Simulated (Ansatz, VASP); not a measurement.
# SiO2 in VASP and in Ansatz

```xyz
12
Lattice="-2.6748 4.8704 4.5288 2.6748 -4.8704 4.5288 2.6748 4.8704 -4.5288" Properties=species:S:1:pos:R:3 pbc="T T T"
Si    2.6748   -0.8241    3.1244
Si    2.6748    4.0463   -3.1244
Si    0.0000    5.6946    1.4044
Si    0.0000    0.8241    7.6532
O     0.0000    4.8704    0.0000
O     0.0000    0.0000    0.0000
O    -1.3374    5.2910    2.2644
O     1.3374   -0.4206    2.2644
O     1.3374    4.4499   -2.2644
O     1.3374    5.2910    2.2644
O     0.0000    7.3057    1.0807
O     2.6748   -2.4352    3.4481
```

Alike in both runs: task single point; functional PBE; k mesh 6 × 6 × 6; occupations fermi-dirac, width 0.05 eV; no spin polarisation.

|  | VASP | Ansatz |
| --- | --- | --- |
| version | VASP 6.6.1 | Ansatz 0.2.0 |
| potentials or method | VASP PAW PBE potentials, release 64 (Si, O) | Ansatz PAW |
| plane-wave cutoff (eV) | 520 | 420 |
| valence electrons in the cell | 64 | 64 |

```csv
,VASP,Ansatz,Ansatz less VASP
gap on the k mesh at the Fermi level (eV),5.24,5.24,+0.003
least direct gap on the mesh (eV),5.24,5.24,+0.003
pressure (GPa),-4.0,-4.0,-0.02
"traceless stress, the component that is largest in VASP (GPa)",-0.12,-0.10,+0.018
rms of the force components (eV/Å),0.076,0.082,+0.0056
```

Atom by atom the forces differ by 0.015 eV/Å (rms over components).
